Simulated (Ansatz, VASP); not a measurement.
**SnTe in VASP and in Ansatz**

```xyz
2
Lattice="0.0000 3.2042 3.2042 3.2042 0.0000 3.2042 3.2042 3.2042 0.0000" Properties=species:S:1:pos:R:3 pbc="T T T"
Sn    0.0000    0.0000    0.0000
Te    3.2042    3.2042    3.2042
```

Alike in both runs: functional PBE; k mesh 12 × 12 × 12; occupations fermi-dirac, width 0.08 eV; no spin polarisation.

Ansatz relaxed the structure, and its values are those at the end. VASP's run is a single point on that final structure, the one shown.

|  | VASP | Ansatz |
| --- | --- | --- |
| version | VASP 6.6.1 | Ansatz 0.2.0 |
| potentials or method | VASP PAW PBE potentials, release 64 (Sn_d, Te) | PAW with Ansatz's default frozen-core files, scalar-relativistic |
| plane-wave cutoff (eV) | 520 | 420 |
| valence electrons in the cell | 20 | 30 |

```csv
,VASP,Ansatz,Ansatz less VASP
pressure (GPa),0.0,0.0,+0.06
```

VASP's potentials hold 20 valence electrons a cell and Ansatz's 30, so a difference there can come from the potentials and not from the codes.

Neither program's run includes spin-orbit coupling.
